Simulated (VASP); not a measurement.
# BP (I-4m2) in VASP: further runs, part 2 of 2

VASP 6.6.1. Earlier steps stand in the parts before.

**4. Electric field gradients, LDA (zz strain of -2 %)**

The input, INCAR:

```
ALGO     = Normal         # electronic algorithm
EDIFF    = 1E-8           # SCF threshold, eV
ENCUT    = 420            # plane-wave cutoff, eV
GGA_COMPAT= F            
ISIF     = 2              # what is computed and relaxed
ISMEAR   = -1             # smearing method
LASPH    = T              # aspherical terms in the spheres
LCHARG   = F              # write CHGCAR
LEFG     = T            
LREAL    = F              # projectors in reciprocal space
LWAVE    = F              # write WAVECAR
NBANDS   = 11             # bands
NELM     = 120            # most SCF steps
PREC     = Accurate       # precision mode
SIGMA    = 0.05           # smearing width, eV
```

The input, KPOINTS:

```
k-points
0
Gamma
  15 15 15
```

The input, POSCAR:

```
BP
1.0
    0.0000000000      2.2690000000      2.2236200000
    2.2690000000      0.0000000000      2.2236200000
    2.2690000000      2.2690000000      0.0000000000
B P
1 1
Direct
    0.0000000000      0.0000000000      0.0000000000
    0.7500000000      0.7500000000      0.7500000000
```

Potentials or basis: VASP PAW LDA potentials, release 64 (B, P).

Launch:

```
> cat potpaw_LDA.64/B/POTCAR potpaw_LDA.64/P/POTCAR > POTCAR
> mpirun -np 1 vasp_std > vasp.out
```

OUTCAR:

```text
EDIFF = 1E-8
   ENCUT = 420
   ISIF = 2
   ISMEAR = -1
   LASPH = T
   LREAL = F
   NELM = 120
   PREC = Accurate

 ion  position               nearest neighbor table
   1  0.000  0.000  0.000-   2 1.95   2 1.95   2 1.95   2 1.95
   2  0.750  0.750  0.750-   1 1.95   1 1.95   1 1.95   1 1.95

  LATTYP: Found a body centered tetragonal cell.
 ALAT       =     3.2088505730
 C/A-ratio  =     1.3859292911

  Lattice vectors:

 A1 = (   0.0000000000,  -2.2690000000,  -2.2236200000)
 A2 = (   0.0000000000,   2.2690000000,  -2.2236200000)
 A3 = (   2.2690000000,   0.0000000000,   2.2236200000)

Analysis of symmetry for initial positions (statically):
=====================================================================
 Subroutine PRICEL returns:
 Original cell was already a primitive cell.

 Routine SETGRP: Setting up the symmetry group for a
 body centered tetragonal supercell.

 Subroutine GETGRP returns: Found  8 space group operations
[... 525 lines left out ...]
     0.000000000  2.269000000  2.223620000    -0.220361393  0.220361393  0.224858564
     2.269000000  0.000000000  2.223620000     0.220361393 -0.220361393  0.224858564
     2.269000000  2.269000000  0.000000000     0.220361393  0.220361393 -0.224858564

 POSITION                                       TOTAL-FORCE (eV/Angst)
 -----------------------------------------------------------------------------------
      0.00000      0.00000      0.00000         0.000000      0.000000      0.000000
      3.40350      3.40350      3.33543        -0.000000     -0.000000      0.000000
 -----------------------------------------------------------------------------------
    total drift:                               -0.000000     -0.000000      0.000000

  FREE ENERGIE OF THE ION-ELECTRON SYSTEM (eV)
  ---------------------------------------------------
  free  energy   TOTEN  =       -14.3924018614 eV

  energy  without entropy=      -14.3924016325  energy(sigma->0) =      -14.39240175

 Electric field gradients (V/A^2)
---------------------------------------------------------------------
 ion       V_xx      V_yy      V_zz      V_xy      V_xz      V_yz
---------------------------------------------------------------------
   1       0.058     0.058    -0.115     0.000     0.000     0.000
   2       0.439     0.439    -0.878    -0.000    -0.000    -0.000
---------------------------------------------------------------------

 Electric field gradients after diagonalization (V/A^2)
 (convention: |V_zz| > |V_xx| > |V_yy|)
----------------------------------------------------------------------
 ion       V_xx      V_yy      V_zz     asymmetry (V_yy - V_xx)/ V_zz
----------------------------------------------------------------------
   1       0.058     0.057    -0.115       0.000
   2       0.439     0.439    -0.878       0.000
----------------------------------------------------------------------

           NMR quadrupolar parameters

 Cq : quadrupolar parameter    Cq=e*Q*V_zz/h
 eta: asymmetry parameters     (V_yy - V_xx)/ V_zz
 Q  : nuclear electric quadrupole moment in mb (millibarn)
----------------------------------------------------------------------
 ion       Cq(MHz)       eta       Q (mb)
----------------------------------------------------------------------
   1      -0.000       0.000       1.000
   2      -0.002       0.000       1.000
----------------------------------------------------------------------
```

It took 28 s on 1 thread of Intel Xeon Platinum 8488C (Sapphire Rapids), shared host; peak memory 0.16 GiB.

What came out:

* Free energy: -14.3924 eV
* Pressure: -2.0 GPa
* Band gap on the k mesh: 0.86 eV (least direct gap 3.21 eV)
* Largest electric field gradient by atom: B -0.1; P -0.9 V/Å²

Electric field gradients, principal values (V/Å²):
```csv
atom,least,middle,greatest (by size)
1 B,0.057,0.058,-0.115
2 P,0.439,0.439,-0.878
```

Caveat: the cell differs from its parent crystal (zz strain of -2 %); without QUAD_EFG the Cq values of the log hold for a quadrupole moment of 1 mb, not for the nuclei; an odd mesh through Γ misses points on the zone boundary, where band edges can lie.

**5. Electric field gradients, LDA (zz strain of -2 %)**

The input, INCAR:

```
PREC = Accurate ; ENCUT = 420
EDIFF = 1E-8 ; ISMEAR = -1
SIGMA = 0.05 ; LREAL = False
LASPH = True ; NELM = 120
ALGO = Normal ; ISIF = 2
LWAVE = False ; LCHARG = False
GGA = CA ; LEFG = True
NBANDS = 11 ; GGA_COMPAT = False
```

The input, KPOINTS:

```
regular mesh
0
Gamma
  15 15 15
```

POSCAR is that of step 4.

Potentials or basis: VASP PAW LDA potentials, release 64 (B, P).

Launch:

```
> cat potpaw_LDA.64/B/POTCAR potpaw_LDA.64/P/POTCAR > POTCAR
> mpirun -np 1 vasp_std > vasp.out
```

OUTCAR:

```text
PREC = Accurate
   ENCUT = 420
   EDIFF = 1E-8
   ISMEAR = -1
   LREAL = False
   LASPH = True
   NELM = 120
   ISIF = 2
   GGA = CA

 ion  position               nearest neighbor table
   1  0.000  0.000  0.000-   2 1.95   2 1.95   2 1.95   2 1.95
   2  0.750  0.750  0.750-   1 1.95   1 1.95   1 1.95   1 1.95

  LATTYP: Found a body centered tetragonal cell.
 ALAT       =     3.2088505730
 C/A-ratio  =     1.3859292911

  Lattice vectors:

 A1 = (   0.0000000000,  -2.2690000000,  -2.2236200000)
 A2 = (   0.0000000000,   2.2690000000,  -2.2236200000)
 A3 = (   2.2690000000,   0.0000000000,   2.2236200000)

Analysis of symmetry for initial positions (statically):
=====================================================================
 Subroutine PRICEL returns:
 Original cell was already a primitive cell.

 Routine SETGRP: Setting up the symmetry group for a
 body centered tetragonal supercell.

 Subroutine GETGRP returns: Found  8 space group operations
 (whereof  8 operations were pure point group operations)
 out of a pool of 16 trial point group operations.

The static configuration has the point symmetry D_2d.

Analysis of symmetry for dynamics (positions and initial velocities):
=====================================================================
 Subroutine PRICEL returns:
 Original cell was already a primitive cell.

 Routine SETGRP: Setting up the symmetry group for a
 body centered tetragonal supercell.

 Subroutine GETGRP returns: Found  8 space group operations
 (whereof  8 operations were pure point group operations)
 out of a pool of 16 trial point group operations.

The dynamic configuration has the point symmetry D_2d.

 Subroutine INISYM returns: Found  8 space group operations
 (whereof  8 operations are pure point group operations),
 and found     1 'primitive' translations

----------------------------------------------------------------------------------------

                                     Primitive cell

  volume of cell :      22.8960

  direct lattice vectors                    reciprocal lattice vectors
     0.000000000  2.269000000  2.223620000    -0.220361393  0.220361393  0.224858564
     2.269000000  0.000000000  2.223620000     0.220361393 -0.220361393  0.224858564
     2.269000000  2.269000000  0.000000000     0.220361393  0.220361393 -0.224858564

  length of vectors
     3.176924126  3.176924126  3.208850573     0.384291114  0.384291114  0.384291114

  position of ions in fractional coordinates (direct lattice)
     0.000000000  0.000000000  0.000000000
     0.750000000  0.750000000  0.750000000

  ion indices of the primitive-cell ions
   primitive index   ion index
                 1           1
                 2           2

----------------------------------------------------------------------------------------

 KPOINTS: regular mesh

Automatic generation of k-mesh.
 Grid dimensions read from file:
 generate k-points for:   15   15   15

 Generating k-lattice:

[... 77 lines left out ...]
   EFERMI_NEDOS =   21; number of points for ismear=-14 and -15
   IALGO  =     38    algorithm
   IMIX   =      4    mixing-type and parameters
     AMIX     =   0.40;   BMIX     =  1.00
     AMIX_MAG =   1.60;   BMIX_MAG =  1.00
  volume/ion in A,a.u.               =      11.45        77.25
  Fermi-wavevector in a.u.,A,eV,Ry     =   1.153059  2.178966 18.089568  1.329546
  Thomas-Fermi vector in A             =   2.289706
   LORBIT       =      0    0 simple, 1 ext, 2 COOP (PROOUT), +10 PAW based schemes
   GGA     = CA    functional components
   LHFCALC =     F    Hartree Fock is set to
   AEXX    =    0.0000 exact exchange contribution
   IVDW    =     0    specifies the selected vdW correction
   LEPSILON=     F    determine dielectric tensor
   LRPA    =     F    only Hartree local field effects (RPA)
 non-spin polarized calculation
  energy-cutoff  :      420.00
  volume of cell :       22.90
 maximum number of plane-waves:       461
 NGX is ok and might be reduce to    24
   NGX = 11   NGY = 11   NGZ = 11

 number of electron       8.0000001 magnetization

 Free energy of the ion-electron system (eV)
  ---------------------------------------------------
  ext. energy  EPLUGINS =         0.00000000
  ---------------------------------------------------
  free energy    TOTEN  =       -14.39240186 eV

  energy without entropy =      -14.39240163  energy(sigma->0) =      -14.39240175

 E-fermi :   8.1910     XC(G=0): -11.1719

 val. band max:        7.7791780231   @ k =   0.0000   0.0000   0.0000
 cond. band min:       8.6381761495   @ k =   0.4000   0.4000   0.0000
 fundamental gap:      0.8589981265
 Fermi energy:         8.1909771746

 k-point     1 :       0.0000    0.0000    0.0000
  band No.  band energies     occupation
      1      -7.9200      2.00000
      2       7.5850      1.99999
      3       7.5850      1.99999
      4       7.7792      1.99947
      5      10.9869      0.00000
      6      11.0998      0.00000
      7      11.0998      0.00000
      8      15.3225      0.00000
      9      19.0501      0.00000
     10      19.6209      0.00000
     11      20.1477      0.00000
[... 309 lines left out ...]
 k-point    24 :       0.2000    0.1333    0.0000
  band No.  band energies     occupation
      1      -7.1747      2.00000
      2       5.0249      2.00000
      3       5.8225      2.00000
      4       6.3498      2.00000
      5      10.2099      0.00000
      6      13.3881      0.00000
      7      13.5104      0.00000
      8      14.8203      0.00000
      9      18.8187      0.00000
     10      20.1643      0.00000
     11      21.1955      0.00000

 [... further k-points ...]

------------------------ aborting loop because EDIFF is reached ----------------------------------------

  FORCE on cell =-STRESS in cart. coord.  units (eV):
  Direction    XX          YY          ZZ          XY          YZ          ZX
  --------------------------------------------------------------------------------------
  -------------------------------------------------------------------------------------
  Total       -0.5455586     -0.5455586      0.2175718      0.0000000      0.0000000      0.0000000
  in kB      -38.1761755    -38.1761755     15.2248721      0.0000000      0.0000000      0.0000000
  external PRESSURE =     -20.3758263 kB  Pullay stress =       0.0000000 kB

 VOLUME and BASIS-vectors are now :
 -----------------------------------------------------------------------------
  energy-cutoff  :      420.00
  volume of cell :       22.90
      direct lattice vectors                 reciprocal lattice vectors
     0.000000000  2.269000000  2.223620000    -0.220361393  0.220361393  0.224858564
     2.269000000  0.000000000  2.223620000     0.220361393 -0.220361393  0.224858564
     2.269000000  2.269000000  0.000000000     0.220361393  0.220361393 -0.224858564

 POSITION                                       TOTAL-FORCE (eV/Angst)
 -----------------------------------------------------------------------------------
      0.00000      0.00000      0.00000         0.000000      0.000000      0.000000
      3.40350      3.40350      3.33543        -0.000000     -0.000000      0.000000
 -----------------------------------------------------------------------------------
    total drift:                               -0.000000     -0.000000      0.000000

  FREE ENERGIE OF THE ION-ELECTRON SYSTEM (eV)
  ---------------------------------------------------
  free  energy   TOTEN  =       -14.3924018614 eV

  energy  without entropy=      -14.3924016325  energy(sigma->0) =      -14.39240175

 Electric field gradients (V/A^2)
---------------------------------------------------------------------
 ion       V_xx      V_yy      V_zz      V_xy      V_xz      V_yz
---------------------------------------------------------------------
   1       0.058     0.058    -0.115     0.000     0.000     0.000
   2       0.439     0.439    -0.878    -0.000    -0.000    -0.000
---------------------------------------------------------------------

 Electric field gradients after diagonalization (V/A^2)
 (convention: |V_zz| > |V_xx| > |V_yy|)
----------------------------------------------------------------------
 ion       V_xx      V_yy      V_zz     asymmetry (V_yy - V_xx)/ V_zz
----------------------------------------------------------------------
   1       0.058     0.057    -0.115       0.000
   2       0.439     0.439    -0.878       0.000
----------------------------------------------------------------------

           NMR quadrupolar parameters

 Cq : quadrupolar parameter    Cq=e*Q*V_zz/h
 eta: asymmetry parameters     (V_yy - V_xx)/ V_zz
 Q  : nuclear electric quadrupole moment in mb (millibarn)
----------------------------------------------------------------------
 ion       Cq(MHz)       eta       Q (mb)
----------------------------------------------------------------------
   1      -0.000       0.000       1.000
   2      -0.002       0.000       1.000
----------------------------------------------------------------------
```

stdout:

```text
POSCAR found type information on POSCAR B P
 POSCAR found :  2 types and       2 ions
 scaLAPACK will be used
 LDA part: xc-table for (Slater(with rela. corr.)+CA(PZ))
 , standard interpolation
 POSCAR, INCAR and KPOINTS ok, starting setup
 FFT: planning ... GRIDC
 FFT: planning ... GRID_SOFT
 FFT: planning ... GRID
 WAVECAR not read
 entering main loop
ion   1

ion   2
```

It took 39 s on 1 thread of Intel Xeon Platinum 8488C (Sapphire Rapids), shared host; peak memory 0.16 GiB.

Results:

```
Free energy                             : -14.3924 eV
Pressure                                : -2.0 GPa
Band gap on the k mesh                  : 0.86 eV (least direct gap 3.21 eV)
Largest electric field gradient by atom : B -0.1; P -0.9 V/Å²
```

Electric field gradients, principal values (V/Å²):
```csv
atom,least,middle,greatest (by size)
1 B,0.057,0.058,-0.115
2 P,0.439,0.439,-0.878
```

Caveat: the cell differs from its parent crystal (zz strain of -2 %); without QUAD_EFG the Cq values of the log hold for a quadrupole moment of 1 mb, not for the nuclei; an odd mesh through Γ misses points on the zone boundary, where band edges can lie.
